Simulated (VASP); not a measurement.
Here is a VASP 6.6.1 calculation.

File INCAR:

```
SYSTEM = BN
  PREC = Accurate
  ENCUT = 520
  EDIFF = 1E-7
  ISMEAR = 0
  SIGMA = 0.01
  LREAL = .False.
  LASPH = .True.
  NELM = 60
  ALGO = Normal
  ISIF = 2
  LWAVE = .False.
  LCHARG = .True.
  GGA = PE
  LELF = .True.
  LVHAR = .True.
  NBANDS = 11
```

Contents of KPOINTS:

```
Automatic mesh
0
Gamma
  8 8 8
  0 0 0
```

File POSCAR:

```
BN
1.0
    0.0000000000      1.7370968217      1.7370968217
    1.7370968217      0.0000000000      1.7370968217
    1.7370968217      1.7370968217      0.0000000000
B N
1 1
Direct
    0.0000000000      0.0000000000      0.0000000000
    0.5000000000      0.5000000000      0.5000000000
```

Potentials or basis: VASP PAW PBE potentials, release 64 (B, N).

Command:

```sh
$ cat potpaw_PBE.64/B/POTCAR potpaw_PBE.64/N/POTCAR > POTCAR
$ mpirun -np 1 vasp_std > vasp.out
```

(1) Predict the pressure.

(2) What does it give for the band gap on the k mesh?

Results:

(1) 10.0 GPa.

(2) 1.45 eV, indirect (least direct gap 5.90 eV).

Caveat: the cell differs from its parent crystal (strain -0.5%).
